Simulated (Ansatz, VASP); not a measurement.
## Pt: VASP beside Ansatz

```xyz
1
Lattice="-1.6205 1.6205 1.6205 1.6205 -1.6205 1.6205 1.6205 1.6205 -1.6205" Properties=species:S:1:pos:R:3 pbc="T T T"
Pt    0.0000    0.0000    0.0000
```

Alike in both runs: task single point; functional PBEsol; k mesh 22 × 22 × 22; occupations gaussian, width 0.15 eV; no spin polarisation.

```csv
,VASP,Ansatz
version,VASP 6.6.1,Ansatz 0.2.0
potentials or method,"VASP PAW PBE potentials, release 64 (Pt), cutoff 520 eV","scalar-relativistic, plane waves, PAW"
valence electrons in the cell,10,18
```

Ansatz gave:

| Quantity | Value |
| --- | --- |
| gap on the k mesh at the Fermi level (eV) | none |
| pressure (GPa) | -22.9 |

Q: Estimate VASP's values.

A: gap on the k mesh at the Fermi level (eV): none; pressure (GPa): -23.2.

VASP's potentials were made for PBE, not for PBEsol, and Ansatz warns of the same on its side. A gap of «none» marks a metal or a gap that the smearing closes. VASP's potentials hold 10 valence electrons a cell and Ansatz's 18, so a difference there can come from the potentials and not from the codes.

Neither program's run includes spin-orbit coupling.
